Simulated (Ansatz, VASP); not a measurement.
**Rh in VASP and in Ansatz**

Contents of INCAR:

```
SYSTEM = Rh
PREC = Accurate ; ENCUT = 500
EDIFF = 1E-7 ; ISMEAR = 0
SIGMA = 0.1 ; LREAL = .FALSE.
LASPH = .TRUE. ; NELM = 120
ALGO = Normal ; ISIF = 3
LWAVE = .FALSE. ; LCHARG = .FALSE.
GGA = CA ; IBRION = 2
NSW = 100 ; EDIFFG = -0.002
GGA_COMPAT = .FALSE. ; NELMIN = 4
```

File KPOINTS:

```
Automatic mesh
0
G
  18 18 18
  0 0 0
```

The input POSCAR:

```
Rh
1.0
    0.0000000000      1.8900000000      1.8900000000
    1.8900000000      0.0000000000      1.8900000000
    1.8900000000      1.8900000000      0.0000000000
Rh
1
Direct
    0.0000000000      0.0000000000      0.0000000000
```

Input for Ansatz:

```yaml
crystal:
  lattice:
    - [0.0, 1.89, 1.89]
    - [1.89, 0.0, 1.89]
    - [1.89, 1.89, 0.0]
  atoms:
    - { symbol: Rh, position: [0.0, 0.0, 0.0] }
basis:
  ecutwfc: 420
kpoints:
  mp_grid: { grid: [18, 18, 18] }
hamiltonian:
  xc: lda
  pseudopotentials: { kind: paw, azcp: { folder: soft_1 } }
scf:
  occupations: { method: gaussian, width: 0.1 }
output:
  forces: true
  stress: true
  eigenvalues: true
  write_density: true
  write_potential: true
  elf: true
  volumetric_format: npy
relax:
  adjacent_minimum: "off"
  f_tol: 0.002
  max_steps: 80
  cell: { stress_tol: 0.02 }
```

Alike in both runs: task relaxation of cell and atoms; functional LDA; k mesh 18 × 18 × 18; occupations gaussian, width 0.1 eV; no spin polarisation.

|  | VASP | Ansatz |
| --- | --- | --- |
| version | VASP 6.6.1 | Ansatz 0.2.0 |
| potentials or method | VASP PAW LDA potentials, release 64 (Rh_pv), cutoff 500 eV | scalar-relativistic, plane waves, PAW |
| valence electrons in the cell | 15 | 17 |

|  | VASP | Ansatz | Ansatz less VASP |
| --- | --- | --- | --- |
| gap on the k mesh at the Fermi level, each at its own relaxed structure (eV) | none | none | - |
| relaxed volume (Å³/atom) | 13.26 | 13.23 | -0.035 |
| relaxed cell length with the largest relative difference (Å) | 2.657 | 2.655 | -0.0023 |

Ansatz warns that its potentials were made for another functional, while VASP's fit it. LDA's correlation is that of Perdew and Zunger in VASP and of Perdew and Wang (1992) in Ansatz. A gap of «none» marks a metal or a gap that the smearing closes. VASP's potentials hold 15 valence electrons a cell and Ansatz's 17, so a difference there can come from the potentials and not from the codes.
